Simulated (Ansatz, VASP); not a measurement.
**KI: VASP beside Ansatz**

```
K I
1.0
     0.00000    3.74337    3.74337
     3.74337    0.00000    3.74337
     3.74337    3.74337    0.00000
K I
1 1
Direct
  0.00000 0.00000 0.00000
  0.50000 0.50000 0.50000
```

Alike in both runs: task single point; functional PBE; k mesh 2 × 2 × 2; occupations gaussian, width 0.1 eV; no spin polarisation.

|  | VASP | Ansatz |
| --- | --- | --- |
| version | VASP 6.6.1 | Ansatz 0.2.0 |
| potentials or method | VASP PAW PBE potentials, release 64 (K_sv, I), cutoff 500 eV | scalar-relativistic, plane waves, PAW |
| valence electrons in the cell | 16 | 26 |

|  | VASP | Ansatz | Ansatz less VASP |
| --- | --- | --- | --- |
| gap on the k mesh at the Fermi level (eV) | 3.57 | 3.57 | +0.003 |
| least direct gap on the mesh (eV) | 3.57 | 3.57 | +0.003 |
| pressure (GPa) | -0.6 | -0.6 | -0.01 |

VASP's potentials hold 16 valence electrons a cell and Ansatz's 26, so a difference there can come from the potentials and not from the codes.

The k mesh is coarse, so the values compare programs but aren't converged. Spin-orbit coupling is off throughout.
